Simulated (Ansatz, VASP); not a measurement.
**One calculation of Re, two programs**

```
Re
1.0
     2.77312    0.00000    0.00000
    -1.38656    2.40159    0.00000
     0.00000    0.00000    4.48017
Re
2
Direct
  0.33333 0.66667 0.20319
  0.66667 0.33333 0.79681
```

Change from the starting cell: mode 4 frozen in at -0.208 Å, equal normal strain along x, y and z +0.0083.

Alike in both runs: task single point; functional PBEsol; k mesh 18 × 18 × 10; occupations gaussian, width 0.15 eV; no spin polarisation.

```csv
,VASP,Ansatz
version,VASP 6.6.1,Ansatz 0.2.0
potentials or method,"VASP PAW PBE potentials, release 64 (Re), cutoff 520 eV","scalar-relativistic, plane waves, PAW"
valence electrons in the cell,14,30
```

VASP gave:

| Quantity | Value |
| --- | --- |
| gap on the k mesh at the Fermi level (eV) | none |
| pressure (GPa) | 21.3 |
| traceless stress, the component that is largest in VASP (GPa) | 10.72 |
| rms of the force components (eV/Å) | 3.450 |

Which values does Ansatz return?

gap on the k mesh at the Fermi level (eV): none; pressure (GPa): 21.3; traceless stress, the component that is largest in VASP (GPa): 11.57; rms of the force components (eV/Å): 3.536.

VASP's potentials were made for PBE, not for PBEsol. Atom by atom the forces differ by 0.086 eV/Å (rms over components). A gap of «none» marks a metal or a gap that the smearing closes. The functional is the same, so the differences come from potentials, cutoffs and numerics. VASP's potentials hold 14 valence electrons a cell and Ansatz's 30, so a difference there can come from the potentials and not from the codes.

Spin-orbit coupling is off throughout.
